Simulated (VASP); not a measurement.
Wanted: the native input for a VASP 6.6.1 run.

```yaml
Task: single point
Functional: PBE
Potentials_or_basis: VASP PAW PBE potentials, release 64 (Al)
Cutoff: 520 eV
k_mesh: 18 × 18 × 18
Occupations: gaussian, width 0.05 eV
Spin: non-collinear spin, zero start, spin-orbit coupling
Starting_moments: "[[0.0, 0.0, 0.0]] μB"
Dipole_correction: no
Further_INCAR_settings: ALGO = Normal; EDIFF = 1e-06; NBANDS = 14
```

The structure of Al lies in POSCAR:

```
Al
1.0
    0.0000000000      2.0210660060      2.0210660060
    2.0210660060      0.0000000000      2.0210660060
    2.0210660060      2.0210660060      0.0000000000
Al
1
Direct
    0.0000000000      0.0000000000      0.0000000000
```

One way to write it, as run:

INCAR

```
ALGO = Normal
EDIFF = 1E-6
ENCUT = 520
GGA = PE
GGA_COMPAT = False
ISIF = 2
ISMEAR = 0
LASPH = True
LCHARG = False
LORBIT = 11
LORBMOM = True
LREAL = False
LSORBIT = True
LWAVE = False
MAGMOM = 0 0 0
NBANDS = 14
NELM = 150
PREC = Accurate
SIGMA = 0.05
```

KPOINTS

```
k-points
0
Gamma
  18 18 18
```

Potentials or basis: VASP PAW PBE potentials, release 64 (Al).

The run is started by

```console
$ cat potpaw_PBE.64/Al/POTCAR > POTCAR
$ mpirun -np 1 vasp_ncl > vasp.out
```

It gave:

```
Pressure                                              : 0.0 GPa
Net moment                                            : 0.00 μB per cell
Valence electrons inside the program's atomic spheres : Al 0.77
```

Run time: 25 s on 1 thread of Intel(R) Xeon(R) 6975P-C (Granite Rapids), with other jobs on the host, peak memory 0.22 GiB.
